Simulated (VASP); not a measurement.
Runs of VASP 6.6.1 on F. The structure is that of space group I4_1/amd (No. 141), or close to it. The cells are those of the table. 

| cell | gap on the mesh (eV) | pressure (GPa) |
| --- | --- | --- |
| a = 3.008 Å, angles 100.9, 100.9, 128.4°, 2 atoms | none | (a) |
| a = 2.396 Å, angles 98.6, 98.6, 134.6°, 2 atoms | none | 409.8 |
| a = 3.098 Å, angles 101.9, 101.9, 125.9°, 2 atoms | none | 1.5 |
| a = 2.649 Å, angles 99.0, 99.0, 133.3°, 2 atoms | none | 121.3 |
| a = 2.787 Å, angles 99.5, 99.5, 132.1°, 2 atoms | none | (b) |

Alike in all rows: task single point; level PBE; potentials or basis VASP PAW PBE potentials, release 64 (F); no spin polarisation; k mesh 17 × 17 × 17; cutoff (eV) 520; smearing fermi-dirac 0.05 eV.

Question: Fill in the values left out.

Answer: (a) 9.1; (b) 55.6.

Caveats: the cell stands under pressure (at least some runs).

A gap of «none» marks levels without a gap at the run's occupations.
